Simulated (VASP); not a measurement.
# Ti (Fm-3m) in VASP: further runs, part 2 of 2

VASP 6.6.1. The steps go on from the part before.

**4. Single point, PBE+D3(BJ)+U**

This run uses another cell than the first one, of 16.73 Å³/atom, 1.042 times its volume.

INCAR reads:

```
SYSTEM = Ti
PREC = Accurate
ENCUT = 520
EDIFF = 1E-7
ISMEAR = 1
SIGMA = 0.05
LREAL = .False.
LASPH = .True.
NELM = 150
ALGO = Fast
ISIF = 2
LWAVE = .False.
LCHARG = .False.
LMAXMIX = 4
LDAU = .True.
LDAUTYPE = 2
LDAUL = 2
LDAUU = 6.2
LDAUJ = 0
LDAUPRINT = 1
GGA = PE
IVDW = 12
NBANDS = 12
```

KPOINTS reads:

```
regular mesh
0
Gamma
  11 11 11
  0 0 0
```

POSCAR reads:

```
Ti
1.0
    0.0000000000      2.0300000000      2.0300000000
    2.0300000000      0.0000000000      2.0300000000
    2.0300000000      2.0300000000      0.0000000000
Ti
1
Direct
    0.0000000000      0.0000000000      0.0000000000
```

Potentials or basis: VASP PAW PBE potentials, release 64 (Ti_sv).

Launch:

```console
cat potpaw_PBE.64/Ti_sv/POTCAR > POTCAR
mpirun -np 1 vasp_std > vasp.out
```

OUTCAR:

```text
SYSTEM = Ti
   PREC = Accurate
   ENCUT = 520
   EDIFF = 1E-7
   ISMEAR = 1
   LREAL = .False.
   LASPH = .True.
   NELM = 150
   ISIF = 2
   GGA = PE
   IVDW = 12
 IVDW          = 12

 ion  position               nearest neighbor table
   1  0.000  0.000  0.000-

  LATTYP: Found a face centered cubic cell.
 ALAT       =     4.0600000000

  Lattice vectors:

 A1 = (   0.0000000000,   2.0300000000,   2.0300000000)
 A2 = (   2.0300000000,   0.0000000000,   2.0300000000)
 A3 = (   2.0300000000,   2.0300000000,   0.0000000000)

Analysis of symmetry for initial positions (statically):
=====================================================================
 Subroutine PRICEL returns:
 Original cell was already a primitive cell.

 Routine SETGRP: Setting up the symmetry group for a
 face centered cubic supercell.

 Subroutine GETGRP returns: Found 48 space group operations
 (whereof 48 operations were pure point group operations)
 out of a pool of 48 trial point group operations.

The static configuration has the point symmetry O_h .

Analysis of symmetry for dynamics (positions and initial velocities):
=====================================================================
[... 209 lines left out ...]
      6      10.4741      0.00000
      7      10.4741      0.00000
      8      10.4741      0.00000
      9      12.8014      0.00000
     10      12.8014      0.00000
     11      24.0897      0.00000
     12      28.7386      0.00000
[... 331 lines left out ...]
 k-point    24 :      -0.1818    0.1818    0.0000
  band No.  band energies     occupation
      1     -48.9034      2.00000
      2     -25.1467      2.00000
      3     -24.9159      2.00000
      4     -24.8003      2.00000
      5       4.9607      2.00000
      6       9.2403      2.00008
      7      10.5189      0.00000
      8      11.3942      0.00000
      9      11.9217      0.00000
     10      13.5020      0.00000
     11      22.6451      0.00000
     12      23.2435      0.00000

 [... further k-points ...]

------------------------ aborting loop because EDIFF is reached ----------------------------------------

 Edisp (eV)   -0.62562

 E8    (eV) :    -0.2971

  FORCE on cell =-STRESS in cart. coord.  units (eV):
  Direction    XX          YY          ZZ          XY          YZ          ZX
  --------------------------------------------------------------------------------------
  -------------------------------------------------------------------------------------
  Total       1.70116     1.70116     1.70116    -0.00000     0.00000     0.00000
  in kB     162.90664   162.90664   162.90664    -0.00000     0.00000     0.00000
  external pressure =      162.91 kB  Pullay stress =        0.00 kB

 VOLUME and BASIS-vectors are now :
 -----------------------------------------------------------------------------
  energy-cutoff  :      520.00
  volume of cell :       16.73
      direct lattice vectors                 reciprocal lattice vectors
     0.000000000  2.030000000  2.030000000    -0.246305419  0.246305419  0.246305419
     2.030000000  0.000000000  2.030000000     0.246305419 -0.246305419  0.246305419
     2.030000000  2.030000000  0.000000000     0.246305419  0.246305419 -0.246305419

 POSITION                                       TOTAL-FORCE (eV/Angst)
 -----------------------------------------------------------------------------------
      0.00000      0.00000      0.00000         0.000000      0.000000      0.000000
 -----------------------------------------------------------------------------------
    total drift:                                0.000000      0.000000      0.000000

  FREE ENERGIE OF THE ION-ELECTRON SYSTEM (eV)
  ---------------------------------------------------
  free  energy   TOTEN  =        -3.8683039096 eV

  energy  without entropy=       -3.8680938480  energy(sigma->0) =       -3.86823389
```

OSZICAR:

```text
N       E                     dE             d eps       ncg     rms          rms(c)
DAV:   1     0.919257613023E+02    0.91926E+02   -0.65422E+03  1352   0.121E+03
DAV:   2     0.232098404225E+00   -0.91694E+02   -0.89328E+02  1356   0.299E+02
DAV:   3    -0.443714613471E+01   -0.46692E+01   -0.46172E+01  1812   0.676E+01
DAV:   4    -0.457772506144E+01   -0.14058E+00   -0.14014E+00  1580   0.102E+01
[... 30 lines left out ...]
RMM:  35    -0.324267864437E+01   -0.14571E-06   -0.17939E-06   586   0.159E-03    0.197E-03
RMM:  36    -0.324267876118E+01   -0.11682E-06   -0.14573E-06   556   0.147E-03    0.202E-03
RMM:  37    -0.324267886625E+01   -0.10507E-06   -0.12908E-06   563   0.134E-03    0.211E-03
RMM:  38    -0.324267894889E+01   -0.82642E-07   -0.10320E-06   529   0.123E-03    0.215E-03
RMM:  39    -0.324267902129E+01   -0.72394E-07   -0.90772E-07   544   0.114E-03
   1 F= -.38683039E+01 E0= -.38682339E+01  d E =-.210062E-03
```

Wall time 27 s (1 thread of Intel Xeon Platinum 8488C (Sapphire Rapids), shared host); peak memory 0.15 GiB.

Results:

| Quantity | Value |
| --- | --- |
| Free energy | -3.8683 eV |
| Pressure | 16.3 GPa |
| Band gap on the k mesh | zero (band 6 reaches 10.47 eV, above the bottom of band 7 at 9.10 eV) |
| Dispersion energy per atom | -0.626 eV |

Eigenvalues of the final occupation matrices:
| site | spin | trace | eigenvalues |
| --- | --- | --- | --- |
| site 1 d | 1 | 0.83 | 0.11 0.11 0.21 0.21 0.21 |
| site 1 d | 2 | 0.83 | 0.11 0.11 0.21 0.21 0.21 |

Caveat: U without spin polarisation on a metal has little footing; pairwise dispersion overbinds metals, which lowers pressure and volume; the U is typed as a test and isn't derived for this compound.

**5. Single point, PBE+D3(BJ)+U (volume scaled by 1.02)**

INCAR reads:

```
SYSTEM = Ti
PREC     = Accurate       ! precision mode
ENCUT    = 520            ! plane-wave cutoff, eV
EDIFF    = 1E-7           ! SCF threshold, eV
ISMEAR   = 1              ! smearing method
SIGMA    = 0.05           ! smearing width, eV
LREAL    = .FALSE.        ! projectors in reciprocal space
LASPH    = .TRUE.         ! aspherical terms in the spheres
NELM     = 150            ! most SCF steps
ALGO     = Normal         ! electronic algorithm
ISIF     = 2              ! what is computed and relaxed
LWAVE    = .FALSE.        ! write WAVECAR
LCHARG   = .FALSE.        ! write CHGCAR
LMAXMIX  = 4              ! l up to which the mixer works
LDAU     = .TRUE.         ! DFT+U
LDAUTYPE = 2            
LDAUL    = 2              ! shell
LDAUU    = 6.2            ! U, eV
LDAUJ    = 0            
LDAUPRINT= 1            
GGA      = PE             ! functional
IVDW     = 12             ! dispersion correction
NBANDS   = 12             ! bands
```

KPOINTS reads:

```
Automatic mesh
0
G
  11 11 11
  0 0 0
```

POSCAR reads:

```
Ti
1.0
    0.0000000000      2.0434441004      2.0434441004
    2.0434441004      0.0000000000      2.0434441004
    2.0434441004      2.0434441004      0.0000000000
Ti
1
Direct
    0.0000000000      0.0000000000      0.0000000000
```

Launch:

```console
cat potpaw_PBE.64/Ti_sv/POTCAR > POTCAR
mpirun -np 1 vasp_std > vasp.out
```

It took 10 s on 1 thread of Intel Xeon Platinum 8488C (Sapphire Rapids), shared host; peak memory 0.15 GiB.

It converged, with:

```
Free energy                : -3.8991 eV
Pressure                   : 13.0 GPa
Band gap on the k mesh     : zero (band 6 reaches 10.24 eV, above the bottom of band 7 at 8.88 eV)
Dispersion energy per atom : -0.613 eV
```

Levels at points of the mesh, in eV from the Fermi level:
```tsv
k point	band 3	band 4	band 5	band 6	band 7	band 8	band 9	band 10
(0.00, 0.00, 0.00)	-34.23	-34.23	-6.97	1.05	1.05	1.05	3.35	3.35
```

Eigenvalues of the final occupation matrices:
```
    site  spin  trace               eigenvalues
site 1 d     1   0.82  0.10 0.10 0.21 0.21 0.21
site 1 d     2   0.82  0.10 0.10 0.21 0.21 0.21
```

Caveat: the cell differs from its parent crystal (volume scaled by 1.02); U without spin polarisation on a metal has little footing; pairwise dispersion overbinds metals, which lowers pressure and volume; the U is typed as a test and isn't derived for this compound.

**6. Single point, PBE+D3(BJ)+U (volume scaled by 1.04)**

INCAR reads:

```
SYSTEM = Ti
  PREC = Accurate
  ENCUT = 520
  EDIFF = 1E-6
  ISMEAR = 1
  SIGMA = 0.05
  LREAL = .False.
  LASPH = .True.
  NELM = 150
  ALGO = Fast
  ISIF = 2
  LWAVE = .False.
  LCHARG = .True.
  LMAXMIX = 4
  LDAU = .True.
  LDAUTYPE = 2
  LDAUL = 2
  LDAUU = 6.2
  LDAUJ = 0
  LDAUPRINT = 1
  GGA = PE
  IVDW = 12
  LELF = .True.
  LVHAR = .True.
  NBANDS = 12
```

KPOINTS reads:

```
Automatic mesh
0
Gamma
  11 11 11
  0 0 0
```

POSCAR reads:

```
Ti
1.0
    0.0000000000      2.0567135898      2.0567135898
    2.0567135898      0.0000000000      2.0567135898
    2.0567135898      2.0567135898      0.0000000000
Ti
1
Direct
    0.0000000000      0.0000000000      0.0000000000
```

Potentials or basis: VASP PAW PBE potentials, release 64 (Ti_sv).

Launch:

```console
cat potpaw_PBE.64/Ti_sv/POTCAR > POTCAR
mpirun -np 1 vasp_std > vasp.out
```

Run time: 21 s. Hardware: 1 thread of Intel Xeon Platinum 8488C (Sapphire Rapids), shared host; peak memory 0.15 GiB.

The run converged. Its results:

```
Free energy                : -3.9231 eV
Pressure                   : 9.9 GPa
Band gap on the k mesh     : zero (band 6 reaches 10.01 eV, above the bottom of band 7 at 8.67 eV)
Dispersion energy per atom : -0.601 eV
```

Levels at points of the mesh, in eV from the Fermi level:
```tsv
k point	band 2	band 3	band 4	band 5	band 6	band 7	band 8	band 9	band 10	band 11
(0.00, 0.00, 0.00)	-34.30	-34.30	-34.30	-6.93	1.03	1.03	1.03	3.29	3.29	14.48
```

Eigenvalues of the final occupation matrices:
```tsv
site	spin	trace	eigenvalues
site 1 d	1	0.82	0.10 0.10 0.21 0.21 0.21
site 1 d	2	0.82	0.10 0.10 0.21 0.21 0.21
```

Caveat: the cell differs from its parent crystal (volume scaled by 1.04); U without spin polarisation on a metal has little footing; pairwise dispersion overbinds metals, which lowers pressure and volume; the U is typed as a test and isn't derived for this compound.

**7. Summary**

| cell | gap on the mesh (eV) | pressure (GPa) |
| --- | --- | --- |
| a = 2.832 Å, angles 60.0°, 1 atom | none | 23.9 |
| a = 2.852 Å, angles 60.0°, 1 atom | none | 19.9 |
| a = 2.871 Å, angles 60.0°, 1 atom | none | 16.3 |
| a = 2.890 Å, angles 60.0°, 1 atom | none | 13.0 |
| a = 2.909 Å, angles 60.0°, 1 atom | none | 9.9 |

Alike in all rows: task single point; level PBE+D3(BJ)+U; potentials or basis VASP PAW PBE potentials, release 64 (Ti_sv); no spin polarisation; Ti d U = 6.2 eV; k mesh 11 × 11 × 11; cutoff (eV) 520; smearing methfessel-paxton 0.05 eV.

Caveats: U without spin polarisation on a metal has little footing; pairwise dispersion overbinds metals, which lowers pressure and volume; the U is typed as a test and isn't derived for this compound.

Total energies depend on the potentials used, so only differences within one code and one set of settings carry meaning.
